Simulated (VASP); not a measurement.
Si3N: single point with PBE+D3(BJ)

Slab: Si3N, a slab with vacuum.

```
Si N
1.0
     3.83334    0.00000    0.00000
     0.00000    5.42117    0.00000
     0.00000    0.00000   22.48776
Si N
6 2
Cartesian
  1.9167 0.0000 4.0000
  0.0000 1.3553 4.0000
  0.0000 2.7316 5.8663
  1.9167 4.0448 5.8663
  1.9167 0.0466 7.6878
  0.0000 1.3087 7.6878
  3.8333 0.9502 10.7878
  3.8333 0.9502 11.8878
```

```
Program             : VASP 6.6.1
Task                : single point
Functional          : PBE
Dispersion          : D3(BJ)
Potentials or basis : VASP PAW PBE potentials, release 64 (Si, N)
Cutoff              : 520 eV
k mesh              : 7 × 5 × 1
Occupations         : gaussian, width 0.05 eV
Spin                : no spin polarisation
```

```
Largest force              : 2.217 eV/Å
Band gap on the k mesh     : zero (band 17 reaches -1.41 eV, above the bottom of band 18 at -1.71 eV)
Dispersion energy per atom : -0.205 eV
```

Forces on the atoms (eV/Å):
```
Si   0.000  0.580 -0.029
Si   0.000 -0.568 -0.041
Si   0.000 -0.085 -0.027
Si   0.000  0.113 -0.010
Si   0.000 -0.063  0.061
Si   0.000  0.046 -0.154
N    0.000 -0.043 -2.017
N    0.000  0.020  2.217
```

Levels at points of the mesh, in eV from the Fermi level:
```tsv
k point	band 15	band 16	band 17	band 18	band 19	band 20
(0.00, 0.00, 0.00)	-0.69	-0.47	-0.34	0.21	1.14	1.86
```

It took 3.3 min on 1 thread of Intel(R) Xeon(R) Platinum 8375C CPU @ 2.90GHz (Ice Lake) (shared host), peak memory 0.53 GiB.

Caveat: the standard files for N, O and F lose accuracy on very short bonds.
